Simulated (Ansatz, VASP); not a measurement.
## Si: VASP beside Ansatz

File INCAR:

```
AGGAC = 1.0
AGGAX = 1.0
ALDAC = 0.0
ALDAX = 1.0
ALGO = Normal
EDIFF = 1E-7
EDIFFG = -0.005
ENCUT = 600
GGA = B5
IBRION = 2
ISIF = 3
ISMEAR = -1
IVDW = 12
LASPH = T
LCHARG = F
LREAL = F
LWAVE = F
NELM = 60
NSW = 80
PREC = Accurate
SIGMA = 0.05
VDW_A1 = 0.4298
VDW_A2 = 4.2359
VDW_S6 = 1.0
VDW_S8 = 2.6996
```

The input KPOINTS:

```
k-points
0
Gamma
  8 8 8
```

Contents of POSCAR:

```
Si
1.0
    0.0000000000      2.7218511865      2.7218511865
    2.7218511865      0.0000000000      2.7218511865
    2.7218511865      2.7218511865      0.0000000000
Si
2
Direct
    0.5000000000      0.5000000000      0.5000000000
    0.7500000000      0.7500000000      0.7500000000
```

Contents of input.yaml:

```yaml
crystal:
  lattice:
    - [0.0, 2.7218511865, 2.7218511865]
    - [2.7218511865, 0.0, 2.7218511865]
    - [2.7218511865, 2.7218511865, 0.0]
  atoms:
    - { symbol: Si, position: [0.5, 0.5, 0.5] }
    - { symbol: Si, position: [0.75, 0.75, 0.75] }
kpoints:
  mp_grid: { grid: [8, 8, 8] }
scf:
  occupations: { method: fermi_dirac, width: 0.05 }
hamiltonian:
  xc: blyp
  dispersion: d3bj
  pseudopotentials: { kind: all_electron, lapw: { basis_error: 0.001 } }
output:
  forces: true
  stress: true
relax:
  f_tol: 0.005
  max_steps: 60
  cell: {}
```

Alike in both runs: task relaxation of cell and atoms; functional BLYP; dispersion D3(BJ); k mesh 8 × 8 × 8; occupations fermi-dirac, width 0.05 eV; no spin polarisation.

```csv
,VASP,Ansatz
version,VASP 6.6.1,Ansatz 0.2.0
potentials or method,"VASP PAW PBE potentials, release 64 (Si), cutoff 600 eV","all-electron LAPW, scalar-relativistic"
```

Ansatz gave:

| Property | Result |
| --- | --- |
| relaxed volume (Å³/atom) | 19.82 |
| relaxed cell length with the largest relative difference (Å) | 3.827 |

Q: Which values does VASP return?

A: Relaxed volume (Å³/atom): 19.87; relaxed cell length with the largest relative difference (Å): 3.830.

VASP's potentials were made for PBE, not for BLYP. Ansatz ran all-electron here, and VASP with PAW potentials.
